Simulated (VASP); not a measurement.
# Nb (I4/mmm) in VASP: notebook

The runs below take Nb through single point, with r2SCAN.

Everything below comes from runs of VASP 6.6.1. Logs are shortened: lines on timing, memory, paths and dates and some standing lists are left out, and cuts for length are marked.

### Step 1. The cell of the first run

Symmetry: I4/mmm, No. 139, tetragonal system. The conventional cell has a = 3.245 Å, b = 3.245 Å, c = 3.328 Å, α = 90.00°, β = 90.00°, γ = 90.00°. Nb (site symmetry 4/mmm) has 14 Nb at 2.83 to 3.33 Å within 3.7 Å.

### Step 2. Single point, r2SCAN (strain -0.025 along x and y, +0.000 along z)

File POSCAR:

```
Nb
1.0
   -1.6223512500      1.6223512500      1.6639500000
    1.6223512500     -1.6223512500      1.6639500000
    1.6223512500      1.6223512500     -1.6639500000
Nb
1
Direct
    0.0000000000      0.0000000000      0.0000000000
```

File INCAR.step1:

```
PREC = Accurate ; ENCUT = 520
ISMEAR = 0 ; SIGMA = 0.15
LREAL = F ; LASPH = T
NELM = 60 ; NBANDS = 12
GGA = PE ; ALGO = Normal
EDIFF = 1E-4 ; LWAVE = T
LCHARG = F
```

File INCAR.step2:

```
PREC = Accurate ; ENCUT = 520
EDIFF = 1E-7 ; ISMEAR = 0
SIGMA = 0.15 ; LREAL = F
LASPH = T ; NELM = 60
ALGO = Normal ; ISIF = 2
LWAVE = F ; LCHARG = F
METAGGA = R2SCAN ; LMIXTAU = T
NBANDS = 12 ; ISTART = 1
```

File KPOINTS:

```
regular mesh
0
Gamma
  20 20 20
```

Potentials or basis: VASP PAW PBE potentials, release 64 (Nb_sv).

Run with:

```console
$ cat potpaw_PBE.64/Nb_sv/POTCAR > POTCAR
$ cp INCAR.step1 INCAR
$ mpirun -np 1 vasp_std > vasp.out
$ cp INCAR.step2 INCAR
$ mpirun -np 1 vasp_std > vasp.out
```

OUTCAR:

```text
PREC = Accurate
   ENCUT = 520
   EDIFF = 1E-7
   ISMEAR = 0
   LREAL = F
   LASPH = T
   NELM = 60
   ISIF = 2
   METAGGA = R2SCAN
   ISTART = 1

 ion  position               nearest neighbor table
   1  0.000  0.000  0.000-

  LATTYP: Found a body centered tetragonal cell.
 ALAT       =     3.2447025000
 C/A-ratio  =     1.0256410256

  Lattice vectors:

 A1 = (  -1.6223512500,   1.6223512500,   1.6639500000)
 A2 = (   1.6223512500,  -1.6223512500,   1.6639500000)
 A3 = (   1.6223512500,   1.6223512500,  -1.6639500000)

Analysis of symmetry for initial positions (statically):
=====================================================================
 Subroutine PRICEL returns:
 Original cell was already a primitive cell.

 Routine SETGRP: Setting up the symmetry group for a
 body centered tetragonal supercell.

 Subroutine GETGRP returns: Found 16 space group operations
 (whereof 16 operations were pure point group operations)
 out of a pool of 16 trial point group operations.

The static configuration has the point symmetry D_4h.

Analysis of symmetry for dynamics (positions and initial velocities):
=====================================================================
 Subroutine PRICEL returns:
 Original cell was already a primitive cell.

 Routine SETGRP: Setting up the symmetry group for a
 body centered tetragonal supercell.

 Subroutine GETGRP returns: Found 16 space group operations
 (whereof 16 operations were pure point group operations)
 out of a pool of 16 trial point group operations.

The dynamic configuration has the point symmetry D_4h.

 Subroutine INISYM returns: Found 16 space group operations
 (whereof 16 operations are pure point group operations),
 and found     1 'primitive' translations

----------------------------------------------------------------------------------------

                                     Primitive cell

  volume of cell :      17.5182

  direct lattice vectors                    reciprocal lattice vectors
    -1.622351250  1.622351250  1.663950000     0.000000000  0.308194665  0.300489798
     1.622351250 -1.622351250  1.663950000     0.308194665  0.000000000  0.300489798
     1.622351250  1.622351250 -1.663950000     0.308194665  0.308194665  0.000000000

  length of vectors
     2.834215369  2.834215369  2.834215369     0.430439392  0.430439392  0.435853075

  position of ions in fractional coordinates (direct lattice)
     0.000000000  0.000000000  0.000000000

  ion indices of the primitive-cell ions
   primitive index   ion index
                 1           1

----------------------------------------------------------------------------------------

 KPOINTS: regular mesh

Automatic generation of k-mesh.
 Grid dimensions read from file:
 generate k-points for:   20   20   20

 Generating k-lattice:

  Cartesian coordinates                     Fractional coordinates (reciprocal lattice)
     0.000000000  0.015409733  0.015024490     0.050000000  0.000000000  0.000000000
     0.015409733  0.000000000  0.015024490     0.000000000  0.050000000  0.000000000
     0.015409733  0.015409733  0.000000000     0.000000000  0.000000000  0.050000000

  Length of vectors
     0.021521970  0.021521970  0.021792654

  Shift w.r.t. Gamma in fractional coordinates (k-lattice)
     0.000000000  0.000000000  0.000000000

 Subroutine IBZKPT returns following result:
 ===========================================

 Found    641 irreducible k-points:

 Following reciprocal coordinates:
            Coordinates               Weight
  0.000000  0.000000  0.000000      1.000000
  0.050000  0.000000 -0.000000      8.000000
  0.100000  0.000000 -0.000000      8.000000
  0.150000  0.000000 -0.000000      8.000000
  0.200000  0.000000 -0.000000      8.000000
  0.250000  0.000000 -0.000000      8.000000
[... 16 lines left out ...]
 -0.400000  0.050000  0.000000     16.000000
 -0.350000  0.050000  0.000000     16.000000
 [... further k-points ...]
   k-points           NKPTS =    641   k-points in BZ     NKDIM =    641   number of bands    NBANDS=     12
   number of dos      NEDOS =    301   number of ions     NIONS =      1
   total plane-waves  NPLWV =  13824
   dimension x,y,z NGX =    24 NGY =   24 NGZ =   24
   dimension x,y,z NGXF=    48 NGYF=   48 NGZF=   48
   ions per type =               1
   NGX,Y,Z   is equivalent  to a cutoff of  14.08, 14.08, 14.08 a.u.
   NGXF,Y,Z  is equivalent  to a cutoff of  28.16, 28.16, 28.16 a.u.
 SYSTEM =  unknown system
   PREC   = accura    normal or accurate (medium, high low for compatibility)
   ISTART =      1    job   : 0-new  1-cont  2-samecut
   ICHARG =      0    charge: 1-file 2-atom 10-const
   ISPIN  =      1    spin polarized calculation?
   LNONCOLLINEAR =      F non collinear calculations
   LSORBIT =      F    spin-orbit coupling
   LASPH  =      T    aspherical Exc in radial PAW
   ENCUT  =  520.0 eV  38.22 Ry    6.18 a.u.   5.27  5.27  5.27*2*pi/ulx,y,z
   NELM   =     60;   NELMIN=  2; NELMDL=  0     # of ELM steps
   EDIFF  = 0.1E-06   stopping-criterion for ELM
   LREAL  =      F    real-space projection
   EDIFFG = 0.1E-05   stopping-criterion for IOM
   NSW    =      0    number of steps for IOM
   IBRION =     -1    ionic relax: 0-MD 1-quasi-New 2-CG
   NFREE  =      0    steps in history (QN), initial steepest desc. (CG)
   ISIF   =      2    stress and relaxation
   ISYM   =      2    0-nonsym 1-usesym 2-fastsym
   POTIM  = 0.5000    time-step for ionic-motion
   TEBEG  =    0.0;   TEEND  =   0.0 temperature during run
   PSTRESS=    0.0 pullay stress
   NELECT =      13.0000    total number of electrons
   NUPDOWN=      -1.0000    fix difference up-down
   EMIN   =  10.00;   EMAX   =-10.00  energy-range for DOS
   EFERMI =   0.00;   METHOD = LEGACY
   ISMEAR =     0;   SIGMA  =   0.15  broadening in eV -4-tet -1-fermi 0-gaus
   EFERMI_NEDOS =   21; number of points for ismear=-14 and -15
   IALGO  =     38    algorithm
   IMIX   =      4    mixing-type and parameters
     AMIX     =   0.40;   BMIX     =  1.00
     AMIX_MAG =   1.60;   BMIX_MAG =  1.00
  volume/ion in A,a.u.               =      17.52       118.22
  Fermi-wavevector in a.u.,A,eV,Ry     =   1.482152  2.800860 29.888913  2.196773
  Thomas-Fermi vector in A             =   2.595973
   LORBIT       =      0    0 simple, 1 ext, 2 COOP (PROOUT), +10 PAW based schemes
   METAGGA = R2SCAN    functional components
   LHFCALC =     F    Hartree Fock is set to
   AEXX    =    0.0000 exact exchange contribution
   IVDW    =     0    specifies the selected vdW correction
   LEPSILON=     F    determine dielectric tensor
   LRPA    =     F    only Hartree local field effects (RPA)
 non-spin polarized calculation
 Gauss-broadening in eV      SIGMA  =   0.15
  energy-cutoff  :      520.00
  volume of cell :       17.52
 maximum number of plane-waves:       484
 NGX is ok and might be reduce to    24
   NGX = 11   NGY = 11   NGZ = 11

 number of electron      13.0000001 magnetization

 Free energy of the ion-electron system (eV)
  ---------------------------------------------------
  ext. energy  EPLUGINS =         0.00000000
  ---------------------------------------------------
  free energy    TOTEN  =       -24.83973183 eV

  energy without entropy =      -24.82436481  energy(sigma->0) =      -24.83204832

 E-fermi :  11.5469     XC(G=0): -13.7880

 val. band max:       11.5437495428   @ k =  -0.0500  -0.1500   0.0500
 cond. band min:      11.5478153834   @ k =  -0.3000   0.3500   0.0500
 fundamental gap:      0.0040658406
 Fermi energy:        11.5468629030

 k-point     1 :       0.0000    0.0000    0.0000
  band No.  band energies     occupation
      1     -44.5849      2.00000
      2     -19.0590      2.00000
      3     -19.0590      2.00000
      4     -19.0590      2.00000
      5       5.2009      2.00000
      6      11.8689      0.00239
      7      11.8690      0.00239
      8      12.1811      0.00000
      9      14.9685      0.00000
     10      15.3844      0.00000
     11      26.1662      0.00000
     12      26.6567      0.00000

 k-point     2 :       0.0500    0.0000   -0.0000
  band No.  band energies     occupation
      1     -44.5778      2.00000
      2     -19.1010      2.00000
      3     -19.0711      2.00000
      4     -19.0592      2.00000
      5       5.3128      2.00000
      6      11.8543      0.00375
      7      11.8683      0.00244
      8      12.2178      0.00000
      9      14.8813      0.00000
     10      15.3525      0.00000
     11      26.3428      0.00000
     12      26.8448      0.00000

 k-point     3 :       0.1000    0.0000   -0.0000
  band No.  band energies     occupation
      1     -44.5571      2.00000
      2     -19.2220      2.00000
      3     -19.1063      2.00000
      4     -19.0597      2.00000
      5       5.6357      2.00000
      6      11.7339      0.07777
      7      11.7938      0.01992
      8      12.4710      0.00000
      9      14.6567      0.00000
     10      15.3066      0.00000
     11      26.6944      0.00000
     12      27.4118      0.00000

 k-point     4 :       0.1500    0.0000   -0.0000
  band No.  band energies     occupation
      1     -44.5247      2.00000
      2     -19.4072      2.00000
      3     -19.1607      2.00000
      4     -19.0606      2.00000
      5       6.1293      2.00000
      6      11.4658      1.55546
      7      11.6575      0.29703
      8      12.9654      0.00000
      9      14.4434      0.00000
     10      15.2876      0.00000
     11      26.9941      0.00000
     12      28.1985      0.00000

 k-point     5 :       0.2000    0.0000   -0.0000
  band No.  band energies     occupation
      1     -44.4837      2.00000
      2     -19.6352      2.00000
      3     -19.2285      2.00000
      4     -19.0617      2.00000
      5       6.7160      2.00000
      6      11.1382      1.99988
      7      11.4728      1.51504
      8      13.6523      0.00000
      9      14.3784      0.00000
     10      15.3058      0.00000
     11      27.0242      0.00000
     12      28.6750      0.00000
[... 228 lines left out ...]
      1     -44.2863      2.00000
      2     -20.6189      2.00000
      3     -19.5461      2.00000
      4     -19.0840      2.00000
      5       7.6065      2.00000
      6       9.8775      2.00000
      7      13.5386      0.00000
      8      15.0202      0.00000
      9      16.0842      0.00000
     10      18.4641      0.00000
     11      23.9969      0.00000
     12      24.5857      0.00000

 k-point    22 :      -0.4500    0.0500    0.0000
  band No.  band energies     occupation
      1     -44.3008      2.00000
      2     -20.5508      2.00000
      3     -19.5226      2.00000
      4     -19.0840      2.00000
      5       7.6702      2.00000
      6       9.9577      2.00000
      7      13.0591      0.00000
      8      15.0095      0.00000
      9      15.9916      0.00000
     10      17.9428      0.00000
     11      24.3042      0.00000
     12      25.0855      0.00000

 k-point    23 :      -0.4000    0.0500    0.0000
  band No.  band energies     occupation
      1     -44.3283      2.00000
      2     -20.4192      2.00000
      3     -19.4779      2.00000
      4     -19.0835      2.00000
      5       7.7561      2.00000
      6      10.1165      2.00000
      7      12.3665      0.00000
      8      14.8731      0.00000
      9      15.8526      0.00000
     10      17.0855      0.00000
     11      24.8770      0.00000
     12      25.9672      0.00000

 k-point    24 :      -0.3500    0.0500    0.0000
  band No.  band energies     occupation
      1     -44.3662      2.00000
      2     -20.2347      2.00000
      3     -19.4161      2.00000
      4     -19.0826      2.00000
      5       7.7641      2.00000
      6      10.3465      2.00000
      7      11.7166      0.10949
      8      14.6600      0.00000
      9      15.6971      0.00000
     10      16.0884      0.00000
     11      25.6323      0.00000
     12      27.0310      0.00000

 [... further k-points ...]

------------------------ aborting loop because EDIFF is reached ----------------------------------------

  FORCE on cell =-STRESS in cart. coord.  units (eV):
  Direction    XX          YY          ZZ          XY          YZ          ZX
  --------------------------------------------------------------------------------------
  -------------------------------------------------------------------------------------
  Total        0.6647809      0.6647809      0.3010985      0.0000000      0.0000000      0.0000000
  in kB       60.7993711     60.7993711     27.5377953      0.0000000      0.0000000      0.0000000
  external PRESSURE =      49.7121792 kB  Pullay stress =       0.0000000 kB

 VOLUME and BASIS-vectors are now :
 -----------------------------------------------------------------------------
  energy-cutoff  :      520.00
  volume of cell :       17.52
      direct lattice vectors                 reciprocal lattice vectors
    -1.622351250  1.622351250  1.663950000     0.000000000  0.308194665  0.300489798
     1.622351250 -1.622351250  1.663950000     0.308194665  0.000000000  0.300489798
     1.622351250  1.622351250 -1.663950000     0.308194665  0.308194665  0.000000000

 POSITION                                       TOTAL-FORCE (eV/Angst)
 -----------------------------------------------------------------------------------
      0.00000      0.00000      0.00000         0.000000     -0.000000     -0.000000
 -----------------------------------------------------------------------------------
    total drift:                               -0.000000      0.000000      0.000000

  FREE ENERGIE OF THE ION-ELECTRON SYSTEM (eV)
  ---------------------------------------------------
  free  energy   TOTEN  =       -24.8397318266 eV

  energy  without entropy=      -24.8243648126  energy(sigma->0) =      -24.83204832
```

It took 9.5 min on 1 thread of AMD EPYC 7R43 (Zen 3), shared host; peak memory 0.21 GiB.

What came out:

```
Free energy            : -24.8397 eV
Pressure               : 5.0 GPa
Band gap on the k mesh : zero (an odd number of electrons rules out a gap without spin polarisation)
```

Stress tensor (GPa, compression positive):
```
6.08 0.00 0.00
0.00 6.08 0.00
0.00 0.00 2.75
```

Caveat: the cell differs from its parent crystal (strain -0.025 along x and y, +0.000 along z); the cell stands under pressure; the PAW data sets were made with another functional, which shifts forces and pressure a little.

### Step 3. Single point, r2SCAN (strain +0.000 along x and y, +0.025 along z)

File POSCAR:

```
Nb
1.0
   -1.6639500000      1.6639500000      1.7055487500
    1.6639500000     -1.6639500000      1.7055487500
    1.6639500000      1.6639500000     -1.7055487500
Nb
1
Direct
    0.0000000000      0.0000000000      0.0000000000
```

File INCAR.step1:

```
SYSTEM = Nb
PREC     = Accurate       ! precision mode
ENCUT    = 520            ! plane-wave cutoff, eV
ISMEAR   = 0              ! smearing method
SIGMA    = 0.15           ! smearing width, eV
LREAL    = .FALSE.        ! projectors in reciprocal space
LASPH    = .TRUE.         ! aspherical terms in the spheres
NELM     = 60             ! most SCF steps
NBANDS   = 12             ! bands
GGA      = PE             ! functional
ALGO     = Normal         ! electronic algorithm
EDIFF    = 1E-4           ! SCF threshold, eV
LWAVE    = .TRUE.         ! write WAVECAR
LCHARG   = .FALSE.        ! write CHGCAR
```

File INCAR.step2:

```
SYSTEM = Nb
PREC     = Accurate       ! precision mode
ENCUT    = 520            ! plane-wave cutoff, eV
EDIFF    = 1E-6           ! SCF threshold, eV
ISMEAR   = 0              ! smearing method
SIGMA    = 0.15           ! smearing width, eV
LREAL    = .FALSE.        ! projectors in reciprocal space
LASPH    = .TRUE.         ! aspherical terms in the spheres
NELM     = 60             ! most SCF steps
ALGO     = Normal         ! electronic algorithm
ISIF     = 2              ! what is computed and relaxed
LWAVE    = .FALSE.        ! write WAVECAR
LCHARG   = .FALSE.        ! write CHGCAR
METAGGA  = R2SCAN         ! meta-GGA
LMIXTAU  = .TRUE.       
NBANDS   = 12             ! bands
ISTART   = 1
```

File KPOINTS:

```
Automatic mesh
0
G
  20 20 20
  0 0 0
```

Potentials or basis: VASP PAW PBE potentials, release 64 (Nb_sv).

Run with:

```console
$ cat potpaw_PBE.64/Nb_sv/POTCAR > POTCAR
$ cp INCAR.step1 INCAR
$ mpirun -np 1 vasp_std > vasp.out
$ cp INCAR.step2 INCAR
$ mpirun -np 1 vasp_std > vasp.out
```

Run time: 8.1 min. Hardware: 1 thread of AMD EPYC 7R43 (Zen 3), shared host; peak memory 0.22 GiB.

The run converged. Its results:

```yaml
Free_energy: -24.8259 eV
Pressure: -7.6 GPa
Band_gap_on_the_k_mesh: zero (an odd number of electrons rules out a gap without spin polarisation)
```

Stress tensor (GPa, compression positive):
```
-6.78  0.00  0.00
 0.00 -6.78  0.00
 0.00  0.00 -9.26
```

Levels at points of the mesh, in eV from the Fermi level:
| k point | band 2 | band 3 | band 4 | band 5 | band 6 | band 7 | band 8 | band 9 | band 10 | band 11 |
| --- | --- | --- | --- | --- | --- | --- | --- | --- | --- | --- |
| (0.00, 0.00, 0.00) | -30.87 | -30.87 | -30.87 | -6.21 | 0.36 | 0.36 | 0.64 | 3.22 | 3.59 | 14.44 |
| (0.50, 0.00, 0.00) | -32.12 | -31.26 | -30.88 | -3.71 | -1.48 | 1.95 | 3.24 | 4.08 | 6.24 | 11.87 |
| (0.50, 0.50, 0.00) | -32.12 | -31.28 | -30.90 | -3.73 | -1.77 | 2.13 | 3.64 | 4.19 | 6.29 | 11.94 |
| (0.50, 0.50, 0.50) | -31.77 | -31.70 | -31.70 | -3.64 | -3.58 | 5.48 | 5.55 | 5.55 | 8.68 | 9.30 |

Caveat: the cell differs from its parent crystal (strain +0.000 along x and y, +0.025 along z); the cell stands under tension; the PAW data sets were made with another functional, which shifts forces and pressure a little.
